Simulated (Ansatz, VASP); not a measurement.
## W: VASP beside Ansatz

The input INCAR:

```
PREC = Accurate
ENCUT = 520
EDIFF = 1E-6
ISMEAR = 0
SIGMA = 0.05
LREAL = False
LASPH = True
NELM = 100
ALGO = Normal
ISIF = 2
LWAVE = False
LCHARG = False
GGA = PE
NBANDS = 13
```

KPOINTS

```
regular mesh
0
Gamma
  18 18 18
```

File POSCAR:

```
W
1.0
   -1.5800000000      1.5800000000      1.5800000000
    1.5800000000     -1.5800000000      1.5800000000
    1.5800000000      1.5800000000     -1.5800000000
W
1
Direct
    0.0000000000      0.0000000000      0.0000000000
```

Input for Ansatz:

```yaml
crystal:
  lattice:
    - [-1.58, 1.58, 1.58]
    - [1.58, -1.58, 1.58]
    - [1.58, 1.58, -1.58]
  atoms:
    - { symbol: W, position: [0.0, 0.0, 0.0] }
basis:
  ecutwfc: 600
  ecutrho_ratio: 5
kpoints:
  mp_grid: { grid: [18, 18, 18] }
hamiltonian:
  xc: pbe
scf:
  occupations: { method: gaussian, width: 0.05 }
output:
  forces: true
  stress: true
  eigenvalues: true
```

Alike in both runs: task single point; functional PBE; k mesh 18 × 18 × 18; occupations gaussian, width 0.05 eV; no spin polarisation.

|  | VASP | Ansatz |
| --- | --- | --- |
| version | VASP 6.6.1 | Ansatz 0.2.0 |
| potentials or method | VASP PAW PBE potentials, release 64 (W_sv), cutoff 520 eV | scalar-relativistic, plane waves, PAW |
| valence electrons in the cell | 14 | 14 |

Ansatz gave:

* pressure (GPa): 7.1

Q: What did VASP give for the same quantities?

A: Pressure (GPa): 7.7.

The functional is the same, so the differences come from potentials, cutoffs and numerics.

Spin-orbit coupling is off throughout.
